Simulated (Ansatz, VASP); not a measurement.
# AlNi: VASP beside Ansatz

File INCAR:

```
SYSTEM = AlNi
PREC = Accurate ; ENCUT = 520
EDIFF = 1E-6 ; ISMEAR = -1
SIGMA = 0.05 ; LREAL = .FALSE.
LASPH = .TRUE. ; NELM = 150
ALGO = Normal ; ISIF = 2
LWAVE = .FALSE. ; LCHARG = .FALSE.
ISPIN = 2 ; MAGMOM = 1 0
LORBIT = 11 ; LMAXMIX = 4
GGA = CA ; NBANDS = 18
```

KPOINTS

```
Automatic mesh
0
G
  9 9 9
  0 0 0
```

POSCAR

```
AlNi
1.0
    2.8616638469      0.0000000000      0.0000000000
    0.0000000000      2.8616638469      0.0000000000
    0.0000000000      0.0000000000      2.8616638469
Ni Al
1 1
Direct
    0.5000000000      0.5000000000      0.5000000000
    0.0000000000      0.0000000000      0.0000000000
```

Contents of input.yaml:

```yaml
crystal:
  lattice:
    - [2.8616638469, 0.0, 0.0]
    - [0.0, 2.8616638469, 0.0]
    - [0.0, 0.0, 2.8616638469]
  atoms:
    - { symbol: Ni, position: [0.5, 0.5, 0.5], spin: 1.0 }
    - { symbol: Al, position: [0.0, 0.0, 0.0] }
kpoints:
  mp_grid: { grid: [9, 9, 9] }
scf:
  occupations: { method: fermi_dirac, width: 0.05 }
hamiltonian:
  xc: lda
  pseudopotentials: { kind: all_electron, lapw: { basis_error: 0.001 } }
magnetization:
  spin_polarized: true
output:
  forces: true
  stress: true
  eigenvalues: true
```

Change from the starting cell: volume scaled by 0.98.

Alike in both runs: task single point; functional LDA; k mesh 9 × 9 × 9; occupations fermi-dirac, width 0.05 eV; collinear spin.

```csv
,VASP,Ansatz
version,VASP 6.6.1,Ansatz 0.2.0
potentials or method,"VASP PAW LDA potentials, release 64 (Ni, Al), cutoff 520 eV","all-electron LAPW, scalar-relativistic"
```

|  | VASP | Ansatz | Ansatz less VASP |
| --- | --- | --- | --- |
| gap on the k mesh at the Fermi level (eV) | none | none | - |
| pressure (GPa) | -5.2 | -5.5 | -0.37 |
| net moment per atom (μB) | 0.00 | 0.00 | 0.000 |

LDA's correlation is that of Perdew and Zunger in VASP and of Perdew and Wang (1992) in Ansatz. A gap of «none» marks a metal or a gap that the smearing closes. Ansatz ran all-electron here, and VASP with PAW potentials.
